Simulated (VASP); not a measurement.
# I: single point with PBE

I:

```xyz
1
Lattice="-1.6121 1.6304 3.8910 1.6121 -1.6304 3.8910 1.6121 1.6304 -3.8910" Properties=species:S:1:pos:R:3 pbc="T T T"
I     0.0000    0.0000    0.0000
```

This cell differs from its parent crystal: strained.

```yaml
Program: VASP 6.6.1
Task: single point
Functional: PBE
Potentials_or_basis: VASP PAW PBE potentials, release 64 (I)
Cutoff: 520 eV
k_mesh: 16 × 16 × 16
Occupations: gaussian, width 0.1 eV
Spin: no spin polarisation
```

The pressure is 0.0 GPa.

Stress tensor (GPa, compression positive):
```
-0.10  0.00  0.00
 0.00 -0.67  0.00
 0.00  0.00  0.88
```

Levels at points of the mesh, in eV from the Fermi level:
```
           k point  band 1  band 2  band 3  band 4  band 5  band 6
(0.00, 0.00, 0.00)  -13.74   -1.79    0.80    1.02    4.67    7.49
(0.50, 0.00, 0.00)  -12.39   -5.02   -1.68    1.82    4.87    9.39
(0.00, 0.50, 0.00)  -12.29   -5.08   -1.61    1.68    4.91    9.33
(0.50, 0.50, 0.00)  -11.05   -4.00   -3.64   -0.57    4.03    6.21
(0.50, 0.50, 0.50)  -13.48   -3.94    0.58    0.80    6.92    7.28
```

It took 6.8 min on 1 thread of Oxide Virtual Turin-like Processor, on a shared host, peak memory 0.35 GiB.

Caveat: the cell differs from its parent crystal (strained); spin-orbit coupling is left out, which moves the levels of the heavy elements; an odd number of electrons without spin polarisation forces a metal; a magnetic or distorted state may lie lower.
